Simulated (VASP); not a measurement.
# Si2Ni (Fm-3m) in VASP: notebook

Si2Ni is run at these levels: r2SCAN, PBEsol, RPBE; tasks: single point.

Everything below comes from runs of VASP 6.6.1. Logs are shortened: lines on timing, memory, paths and dates and some standing lists are left out, and cuts for length are marked.

**1. The cell of the first run**

Symmetry: Fm-3m, No. 225, cubic system. Conventional cell: a = 5.370 Å, b = 5.370 Å, c = 5.370 Å, α = 90.00°, β = 90.00°, γ = 90.00°. Ni (site symmetry m-3m) has 8 Si at 2.33 Å within 3.1 Å. Si (site symmetry -43m) has 4 Ni at 2.33 Å and 6 Si at 2.68 Å within 3.1 Å.

**2. Single point, r2SCAN, collinear spin, ferromagnetic start**

File POSCAR:

```
Si2Ni
1.0
    0.0000000000      2.6848585138      2.6848585138
    2.6848585138      0.0000000000      2.6848585138
    2.6848585138      2.6848585138      0.0000000000
Ni Si
1 2
Direct
    0.0000000000      0.0000000000      0.0000000000
    0.7500000000      0.7500000000      0.7500000000
    0.2500000000      0.2500000000      0.2500000000
```

File INCAR.step1:

```
SYSTEM = Si2Ni
PREC = Accurate
ENCUT = 520
ISMEAR = -1
SIGMA = 0.05
LREAL = .FALSE.
LASPH = .TRUE.
NELM = 150
ISPIN = 2
MAGMOM = 1 0 0
LMAXMIX = 4
NBANDS = 20
GGA = PE
ALGO = Normal
EDIFF = 1E-4
LWAVE = .TRUE.
LCHARG = .FALSE.
```

File INCAR.step2:

```
SYSTEM = Si2Ni
PREC = Accurate
ENCUT = 520
EDIFF = 1E-6
ISMEAR = -1
SIGMA = 0.05
LREAL = .FALSE.
LASPH = .TRUE.
NELM = 150
ALGO = Normal
ISIF = 2
LWAVE = .FALSE.
LCHARG = .FALSE.
ISPIN = 2
MAGMOM = 1 0 0
LORBIT = 11
LMAXMIX = 4
METAGGA = R2SCAN
LMIXTAU = .TRUE.
NBANDS = 20
ISTART = 1
```

File KPOINTS:

```
regular mesh
0
G
  9 9 9
  0 0 0
```

Potentials or basis: VASP PAW PBE potentials, release 64 (Ni, Si).

Started as:

```
> cat potpaw_PBE.64/Ni/POTCAR potpaw_PBE.64/Si/POTCAR > POTCAR
> cp INCAR.step1 INCAR
> mpirun -np 1 vasp_std > vasp.out
> cp INCAR.step2 INCAR
> mpirun -np 1 vasp_std > vasp.out
```

OUTCAR:

```text
SYSTEM = Si2Ni
   PREC = Accurate
   ENCUT = 520
   EDIFF = 1E-6
   ISMEAR = -1
   LREAL = .FALSE.
   LASPH = .TRUE.
   NELM = 150
   ISIF = 2
   ISPIN = 2
   LORBIT = 11
   METAGGA = R2SCAN
   ISTART = 1

 ion  position               nearest neighbor table
   1  0.000  0.000  0.000-   2 2.33   2 2.33   2 2.33   2 2.33   3 2.33   3 2.33   3 2.33   3 2.33

   2  0.750  0.750  0.750-   1 2.33   1 2.33   1 2.33   1 2.33   3 2.68   3 2.68   3 2.68   3 2.68
                             3 2.68   3 2.68
   3  0.250  0.250  0.250-   1 2.33   1 2.33   1 2.33   1 2.33   2 2.68   2 2.68   2 2.68   2 2.68
                             2 2.68   2 2.68

  LATTYP: Found a face centered cubic cell.
 ALAT       =     5.3697170276

  Lattice vectors:

 A1 = (   0.0000000000,   2.6848585138,   2.6848585138)
 A2 = (   2.6848585138,   0.0000000000,   2.6848585138)
 A3 = (   2.6848585138,   2.6848585138,   0.0000000000)

Analysis of symmetry for initial positions (statically):
=====================================================================
 Subroutine PRICEL returns:
 Original cell was already a primitive cell.

 Routine SETGRP: Setting up the symmetry group for a
 face centered cubic supercell.

 Subroutine GETGRP returns: Found 48 space group operations
 (whereof 48 operations were pure point group operations)
 out of a pool of 48 trial point group operations.

The static configuration has the point symmetry O_h .

Analysis of symmetry for dynamics (positions and initial velocities):
=====================================================================
 Subroutine PRICEL returns:
 Original cell was already a primitive cell.

 Routine SETGRP: Setting up the symmetry group for a
 face centered cubic supercell.

 Subroutine GETGRP returns: Found 48 space group operations
 (whereof 48 operations were pure point group operations)
 out of a pool of 48 trial point group operations.

The dynamic configuration has the point symmetry O_h .

Analysis of structural, dynamic, and magnetic symmetry:
=====================================================================
 Subroutine PRICEL returns:
 Original cell was already a primitive cell.

 Routine SETGRP: Setting up the symmetry group for a
 face centered cubic supercell.

 Subroutine GETGRP returns: Found 48 space group operations
 (whereof 48 operations were pure point group operations)
 out of a pool of 48 trial point group operations.

The overall configuration has the point symmetry O_h .

 Subroutine INISYM returns: Found 48 space group operations
 (whereof 48 operations are pure point group operations),
 and found     1 'primitive' translations

----------------------------------------------------------------------------------------

                                     Primitive cell

  volume of cell :      38.7074

  direct lattice vectors                    reciprocal lattice vectors
     0.000000000  2.684858514  2.684858514    -0.186229553  0.186229553  0.186229553
     2.684858514  0.000000000  2.684858514     0.186229553 -0.186229553  0.186229553
     2.684858514  2.684858514  0.000000000     0.186229553  0.186229553 -0.186229553

  length of vectors
     3.796963323  3.796963323  3.796963323     0.322559047  0.322559047  0.322559047

  position of ions in fractional coordinates (direct lattice)
     0.000000000  0.000000000  0.000000000
     0.750000000  0.750000000  0.750000000
     0.250000000  0.250000000  0.250000000

  ion indices of the primitive-cell ions
   primitive index   ion index
                 1           1
                 2           2
                 3           3

----------------------------------------------------------------------------------------

 KPOINTS: regular mesh

Automatic generation of k-mesh.
 Grid dimensions read from file:
 generate k-points for:    9    9    9

 Generating k-lattice:

  Cartesian coordinates                     Fractional coordinates (reciprocal lattice)
    -0.020692173  0.020692173  0.020692173     0.111111111  0.000000000  0.000000000
     0.020692173 -0.020692173  0.020692173     0.000000000  0.111111111  0.000000000
     0.020692173  0.020692173 -0.020692173     0.000000000  0.000000000  0.111111111

  Length of vectors
     0.035839894  0.035839894  0.035839894

  Shift w.r.t. Gamma in fractional coordinates (k-lattice)
     0.000000000  0.000000000  0.000000000

 Subroutine IBZKPT returns following result:
 ===========================================

 Found     35 irreducible k-points:

 Following reciprocal coordinates:
            Coordinates               Weight
  0.000000  0.000000  0.000000      1.000000
  0.111111  0.000000  0.000000      8.000000
  0.222222  0.000000  0.000000      8.000000
  0.333333  0.000000  0.000000      8.000000
  0.444444  0.000000  0.000000      8.000000
  0.111111  0.111111  0.000000      6.000000
[... 16 lines left out ...]
 -0.333333  0.333333  0.000000     12.000000
  0.444444  0.444444  0.000000      6.000000
 [... further k-points ...]
   k-points           NKPTS =     35   k-points in BZ     NKDIM =     35   number of bands    NBANDS=     20
   number of dos      NEDOS =    301   number of ions     NIONS =      3
   total plane-waves  NPLWV =  21952
   dimension x,y,z NGX =    28 NGY =   28 NGZ =   28
   dimension x,y,z NGXF=    56 NGYF=   56 NGZF=   56
   ions per type =               1   2
   NGX,Y,Z   is equivalent  to a cutoff of  12.26, 12.26, 12.26 a.u.
   NGXF,Y,Z  is equivalent  to a cutoff of  24.52, 24.52, 24.52 a.u.
 SYSTEM =  Si2Ni
   PREC   = accura    normal or accurate (medium, high low for compatibility)
   ISTART =      1    job   : 0-new  1-cont  2-samecut
   ICHARG =      0    charge: 1-file 2-atom 10-const
   ISPIN  =      2    spin polarized calculation?
   LNONCOLLINEAR =      F non collinear calculations
   LSORBIT =      F    spin-orbit coupling
   LASPH  =      T    aspherical Exc in radial PAW
   ENCUT  =  520.0 eV  38.22 Ry    6.18 a.u.   7.06  7.06  7.06*2*pi/ulx,y,z
   NELM   =    150;   NELMIN=  2; NELMDL=  0     # of ELM steps
   EDIFF  = 0.1E-05   stopping-criterion for ELM
   LREAL  =      F    real-space projection
   EDIFFG = 0.1E-04   stopping-criterion for IOM
   NSW    =      0    number of steps for IOM
   IBRION =     -1    ionic relax: 0-MD 1-quasi-New 2-CG
   NFREE  =      0    steps in history (QN), initial steepest desc. (CG)
   ISIF   =      2    stress and relaxation
   ISYM   =      2    0-nonsym 1-usesym 2-fastsym
   POTIM  = 0.5000    time-step for ionic-motion
   TEBEG  =    0.0;   TEEND  =   0.0 temperature during run
   PSTRESS=    0.0 pullay stress
   NELECT =      18.0000    total number of electrons
   NUPDOWN=      -1.0000    fix difference up-down
   EMIN   =  10.00;   EMAX   =-10.00  energy-range for DOS
   EFERMI =   0.00;   METHOD = LEGACY
   ISMEAR =    -1;   SIGMA  =   0.05  broadening in eV -4-tet -1-fermi 0-gaus
   EFERMI_NEDOS =   21; number of points for ismear=-14 and -15
   IALGO  =     38    algorithm
   IMIX   =      4    mixing-type and parameters
     AMIX     =   0.40;   BMIX     =  1.00
     AMIX_MAG =   1.60;   BMIX_MAG =  1.00
  volume/ion in A,a.u.               =      12.90        87.07
  Fermi-wavevector in a.u.,A,eV,Ry     =   1.268336  2.396807 21.887363  1.608676
  Thomas-Fermi vector in A             =   2.401436
   LORBIT       =     11    0 simple, 1 ext, 2 COOP (PROOUT), +10 PAW based schemes
   METAGGA = R2SCAN    functional components
   LHFCALC =     F    Hartree Fock is set to
   AEXX    =    0.0000 exact exchange contribution
   IVDW    =     0    specifies the selected vdW correction
   LEPSILON=     F    determine dielectric tensor
   LRPA    =     F    only Hartree local field effects (RPA)
 spin polarized calculation
  energy-cutoff  :      520.00
  volume of cell :       38.71
 maximum number of plane-waves:      1052
   NGX = 15   NGY = 15   NGZ = 15

 number of electron      17.9999991 magnetization      -0.0000074

 number of electron      17.9999991 magnetization       0.0000008

 Free energy of the ion-electron system (eV)
  ---------------------------------------------------
  ext. energy  EPLUGINS =         0.00000000
  ---------------------------------------------------
  free energy    TOTEN  =       -30.53035284 eV

  energy without entropy =      -30.52094366  energy(sigma->0) =      -30.52564825

 E-fermi :  10.7923     XC(G=0): -12.4710

 val. band max:       10.7442081590   @ k =   0.2222   0.0000   0.0000
 cond. band min:      10.8328866537   @ k =   0.3333   0.2222   0.0000
 fundamental gap:      0.0886784947
 Fermi energy:        10.7922896605

 spin component 1

 k-point     1 :       0.0000    0.0000    0.0000
  band No.  band energies     occupation
      1      -4.0569      1.00000
      2       5.1179      1.00000
      3       5.1179      1.00000
      4       5.1179      1.00000
      5       6.8886      1.00000
      6       6.8886      1.00000
[... 12 lines left out ...]
     19      20.6615      0.00000
     20      25.0367      0.00000

 k-point     2 :       0.1111    0.0000    0.0000
  band No.  band energies     occupation
      1      -3.8612      1.00000
      2       4.7510      1.00000
      3       5.1801      1.00000
      4       5.1801      1.00000
      5       6.8549      1.00000
      6       6.8549      1.00000
[... 12 lines left out ...]
     19      21.5073      0.00000
     20      25.6453      0.00000
[... 465 lines left out ...]
      3       3.1736      1.00000
      4       5.6157      1.00000
      5       6.0155      1.00000
      6       6.5002      1.00000
[... 12 lines left out ...]
     19      26.6573      0.00000
     20      27.3935      0.00000

 k-point    24 :       0.4444    0.4444    0.0000
  band No.  band energies     occupation
      1      -0.2045      1.00000
      2       2.6080      1.00000
      3       3.0704      1.00000
      4       5.7142      1.00000
      5       5.7142      1.00000
      6       7.0128      1.00000
[... 12 lines left out ...]
     19      25.3362      0.00000
     20      25.5822      0.00000

 [... further k-points ...]

 spin component 2

 k-point     1 :       0.0000    0.0000    0.0000
  band No.  band energies     occupation
      1      -4.0569      1.00000
      2       5.1179      1.00000
      3       5.1179      1.00000
      4       5.1179      1.00000
      5       6.8886      1.00000
      6       6.8886      1.00000
[... 12 lines left out ...]
     19      20.6615      0.00000
     20      25.0367      0.00000

 k-point     2 :       0.1111    0.0000    0.0000
  band No.  band energies     occupation
      1      -3.8612      1.00000
      2       4.7510      1.00000
      3       5.1801      1.00000
      4       5.1801      1.00000
      5       6.8549      1.00000
      6       6.8549      1.00000
[... 12 lines left out ...]
     19      21.5073      0.00000
     20      25.6453      0.00000
[... 465 lines left out ...]
      3       3.1736      1.00000
      4       5.6157      1.00000
      5       6.0155      1.00000
      6       6.5002      1.00000
[... 12 lines left out ...]
     19      26.6573      0.00000
     20      27.3935      0.00000

 k-point    24 :       0.4444    0.4444    0.0000
  band No.  band energies     occupation
      1      -0.2045      1.00000
      2       2.6080      1.00000
      3       3.0704      1.00000
      4       5.7142      1.00000
      5       5.7142      1.00000
      6       7.0128      1.00000
[... 12 lines left out ...]
     19      25.3362      0.00000
     20      25.5822      0.00000

 [... further k-points ...]

------------------------ aborting loop because EDIFF is reached ----------------------------------------

  FORCE on cell =-STRESS in cart. coord.  units (eV):
  Direction    XX          YY          ZZ          XY          YZ          ZX
  --------------------------------------------------------------------------------------
  -------------------------------------------------------------------------------------
  Total        0.3558184      0.3558184      0.3558184      0.0000000      0.0000000      0.0000000
  in kB       14.7280355     14.7280355     14.7280355      0.0000000      0.0000000      0.0000000
  external PRESSURE =      14.7280355 kB  Pullay stress =       0.0000000 kB

 VOLUME and BASIS-vectors are now :
 -----------------------------------------------------------------------------
  energy-cutoff  :      520.00
  volume of cell :       38.71
      direct lattice vectors                 reciprocal lattice vectors
     0.000000000  2.684858514  2.684858514    -0.186229553  0.186229553  0.186229553
     2.684858514  0.000000000  2.684858514     0.186229553 -0.186229553  0.186229553
     2.684858514  2.684858514  0.000000000     0.186229553  0.186229553 -0.186229553

 POSITION                                       TOTAL-FORCE (eV/Angst)
 -----------------------------------------------------------------------------------
      0.00000      0.00000      0.00000        -0.000000     -0.000000      0.000000
      4.02729      4.02729      4.02729        -0.000000     -0.000000     -0.000000
      1.34243      1.34243      1.34243         0.000000      0.000000      0.000000
 -----------------------------------------------------------------------------------
    total drift:                               -0.000000     -0.000000      0.000000

  FREE ENERGIE OF THE ION-ELECTRON SYSTEM (eV)
  ---------------------------------------------------
  free  energy   TOTEN  =       -30.5303528445 eV

  energy  without entropy=      -30.5209436560  energy(sigma->0) =      -30.52564825

 total charge

# of ion       s       p       d       tot
------------------------------------------
    1        0.587   0.877   8.465   9.929
    2        0.724   0.874   0.000   1.598
    3        0.724   0.874   0.000   1.598
--------------------------------------------------
tot          2.035   2.625   8.465  13.125

 magnetization (x)

# of ion       s       p       d       tot
------------------------------------------
    1        0.000  -0.000  -0.000  -0.000
    2       -0.000   0.000   0.000  -0.000
    3       -0.000   0.000   0.000  -0.000
--------------------------------------------------
tot          0.000   0.000  -0.000  -0.000
```

Wall time 2.8 min (1 thread of Intel Xeon Platinum 8259CL at 2.50GHz (Skylake/Cascade Lake), shared host); peak memory 0.2 GiB.

Results:

```yaml
Free_energy: -30.5304 eV
Pressure: 1.5 GPa
Band_gap_on_the_k_mesh: zero (filled and empty bands overlap)
Net_moment: 0.00 μB per cell
Valence_electrons_inside_the_program's_atomic_spheres: Ni 9.93; Si 1.60
```

Caveat: the PAW data sets were made with another functional, which shifts forces and pressure a little.

**3. Single point, r2SCAN, collinear spin, ferromagnetic start**

This run uses another cell than the first one, of 13.17 Å³/atom, 1.020 times its volume.

File POSCAR:

```
Si2Ni
1.0
    0.0000000000      2.7030000000      2.7030000000
    2.7030000000      0.0000000000      2.7030000000
    2.7030000000      2.7030000000      0.0000000000
Ni Si
1 2
Direct
    0.0000000000      0.0000000000      0.0000000000
    0.7500000000      0.7500000000      0.7500000000
    0.2500000000      0.2500000000      0.2500000000
```

File INCAR.step1:

```
PREC = Accurate ; ENCUT = 520
ISMEAR = -1 ; SIGMA = 0.05
LREAL = False ; LASPH = True
NELM = 150 ; ISPIN = 2
MAGMOM = 1 0 0 ; LMAXMIX = 4
NBANDS = 20 ; GGA = PE
ALGO = Normal ; EDIFF = 1E-4
LWAVE = True ; LCHARG = False
```

File INCAR.step2:

```
PREC = Accurate ; ENCUT = 520
EDIFF = 1E-6 ; ISMEAR = -1
SIGMA = 0.05 ; LREAL = False
LASPH = True ; NELM = 150
ALGO = Normal ; ISIF = 2
LWAVE = False ; LCHARG = False
ISPIN = 2 ; MAGMOM = 1 0 0
LORBIT = 11 ; LMAXMIX = 4
METAGGA = R2SCAN ; LMIXTAU = True
NBANDS = 20 ; ISTART = 1
```

File KPOINTS:

```
Automatic mesh
0
Gamma
  9 9 9
```

Potentials or basis: VASP PAW PBE potentials, release 64 (Ni, Si).

Started as:

```
> cat potpaw_PBE.64/Ni/POTCAR potpaw_PBE.64/Si/POTCAR > POTCAR
> cp INCAR.step1 INCAR
> mpirun -np 1 vasp_std > vasp.out
> cp INCAR.step2 INCAR
> mpirun -np 1 vasp_std > vasp.out
```

It took 2.8 min on 1 thread of Intel Xeon Platinum 8259CL at 2.50GHz (Skylake/Cascade Lake), shared host; peak memory 0.2 GiB.

The run converged. Its results:

* Free energy: -30.5300 eV
* Pressure: -1.6 GPa
* Band gap on the k mesh: zero (filled and empty bands overlap)
* Net moment: 0.00 μB per cell
* Valence electrons inside the program's atomic spheres: Ni 9.88; Si 1.59

Levels at points of the mesh, in eV from the Fermi level:
Spin up:
| k point | band 6 | band 7 | band 8 | band 9 | band 10 | band 11 | band 12 | band 13 |
| --- | --- | --- | --- | --- | --- | --- | --- | --- |
| (0.00, 0.00, 0.00) | -3.77 | 0.02 | 1.71 | 1.71 | 1.71 | 2.29 | 2.29 | 2.29 |
Spin down:
| k point | band 7 | band 8 | band 9 | band 10 | band 11 | band 12 |
| --- | --- | --- | --- | --- | --- | --- |
| (0.00, 0.00, 0.00) | 0.02 | 1.71 | 1.71 | 1.71 | 2.29 | 2.29 |

Caveat: the PAW data sets were made with another functional, which shifts forces and pressure a little.

(Part 1 of 2 ends here.)
